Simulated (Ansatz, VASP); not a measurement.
## One calculation of FeSi, two programs

The input INCAR:

```
PREC = Accurate
ENCUT = 520
EDIFF = 1E-7
ISMEAR = 0
SIGMA = 0.05
LREAL = F
LASPH = T
NELM = 60
ALGO = Normal
ISIF = 2
LWAVE = F
LCHARG = T
GGA = PE
LELF = T
LVHAR = T
NBANDS = 13
```

KPOINTS

```
regular mesh
0
Gamma
  16 16 16
```

POSCAR

```
FeSi
1.0
    2.7770753293      0.0000000000      0.0000000000
    0.0000000000      2.7770753293      0.0000000000
    0.0000000000      0.0000000000      2.7770753293
Fe Si
1 1
Direct
    0.5000000000      0.5000000000      0.5000000000
    0.0000000000      0.0000000000      0.0000000000
```

Input for Ansatz:

```yaml
crystal:
  lattice:
    - [2.7770753293, 0.0, 0.0]
    - [0.0, 2.7770753293, 0.0]
    - [0.0, 0.0, 2.7770753293]
  atoms:
    - { symbol: Fe, position: [0.5, 0.5, 0.5] }
    - { symbol: Si, position: [0.0, 0.0, 0.0] }
basis:
  ecutwfc: 420
  ecutrho_ratio: 4
kpoints:
  mp_grid: { grid: [16, 16, 16] }
hamiltonian:
  xc: pbe
scf:
  occupations: { method: gaussian, width: 0.05 }
output:
  forces: true
  stress: true
  eigenvalues: true
```

Alike in both runs: task single point; functional PBE; k mesh 16 × 16 × 16; occupations gaussian, width 0.05 eV; no spin polarisation.

|  | VASP | Ansatz |
| --- | --- | --- |
| version | VASP 6.6.1 | Ansatz 0.2.0 |
| potentials or method | VASP PAW PBE potentials, release 64 (Fe, Si), cutoff 520 eV | scalar-relativistic, plane waves, PAW |
| valence electrons in the cell | 12 | 20 |

```tsv
	VASP	Ansatz	Ansatz less VASP
gap on the k mesh at the Fermi level (eV)	none	none	-
pressure (GPa)	-4.3	-4.5	-0.17
```

A gap of «none» marks a metal or a gap that the smearing closes. With one functional, cell and mesh, what is left measures potentials, basis and numerics. VASP's potentials hold 12 valence electrons a cell and Ansatz's 20, so a difference there can come from the potentials and not from the codes.
